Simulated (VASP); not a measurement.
A run of VASP 6.6.1 is set up as follows.

The input INCAR:

```
SYSTEM = Cu
ALGO     = Normal         ! electronic algorithm
EDIFF    = 1E-6           ! SCF threshold, eV
ENCUT    = 520            ! plane-wave cutoff, eV
GGA      = PE             ! functional
ISIF     = 2              ! what is computed and relaxed
ISMEAR   = -1             ! smearing method
LASPH    = .TRUE.         ! aspherical terms in the spheres
LCHARG   = .FALSE.        ! write CHGCAR
LREAL    = .FALSE.        ! projectors in reciprocal space
LWAVE    = .FALSE.        ! write WAVECAR
NBANDS   = 12             ! bands
NELM     = 80             ! most SCF steps
PREC     = Accurate       ! precision mode
SIGMA    = 0.3            ! smearing width, eV
```

Contents of KPOINTS:

```
k-points
0
G
  15 15 15
  0 0 0
```

File POSCAR:

```
Cu
1.0
    0.0000000000      1.8145751207      1.8145751207
    1.8145751207      0.0000000000      1.8145751207
    1.8145751207      1.8145751207      0.0000000000
Cu
1
Direct
    0.0000000000      0.0000000000      0.0000000000
```

Potentials or basis: VASP PAW PBE potentials, release 64 (Cu).

Launch:

```sh
$ cat potpaw_PBE.64/Cu/POTCAR > POTCAR
$ mpirun -np 1 vasp_std > vasp.out
```

Q: Estimate the pressure.

A: 1.1 GPa.
